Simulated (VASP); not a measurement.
The system is Cd.

```
Cd
1.0
     2.97887    0.00000    0.00000
    -1.48944    2.57978    0.00000
     0.00000    0.00000    5.61765
Cd
2
Cartesian
  0.0000 1.7199 1.4044
  1.4894 0.8599 4.2132
```

```yaml
Program: VASP 6.6.1
Task: relaxation of cell and atoms
Functional: PBEsol
Potentials_or_basis: VASP PAW PBE potentials, release 64 (Cd)
Cutoff: 600 eV
k_mesh: 8 × 8 × 4
Occupations: fermi-dirac, width 0.05 eV
Spin: no spin polarisation
```

At the start: pressure -1.1 GPa; volume 21.59 Å³/atom.

Question: Where does the relaxation end?

Answer: Over 6 steps the energy falls by 13.1 meV/atom and the volume is 20.75 Å³/atom (-3.9 %); space group P6_3/mmc (No. 194, to 0.1 Å) before and after.

The path:
```
step  energy change (eV)  largest force (eV/Å)  pressure (GPa)  volume (Å³)
   1              0.0000                0.0000           -1.07        43.17
   2             -0.0131                0.0000           -0.27        42.27
   3             -0.0183                0.0000            0.48        41.57
   4             -0.0160                0.0000            2.41        40.17
   5             -0.0206                0.0000            1.09        41.07
   6             -0.0263                0.0000            0.04        41.49
```

Final structure:
```
Cd
1.0
     3.01616    0.00000    0.00000
    -1.50809    2.61208    0.00000
     0.00000    0.00000    5.26637
Cd
2
Direct
  0.33333 0.66667 0.25000
  0.66667 0.33333 0.75000
```

Caveat: the PAW data sets were made with another functional, which shifts forces and pressure a little.
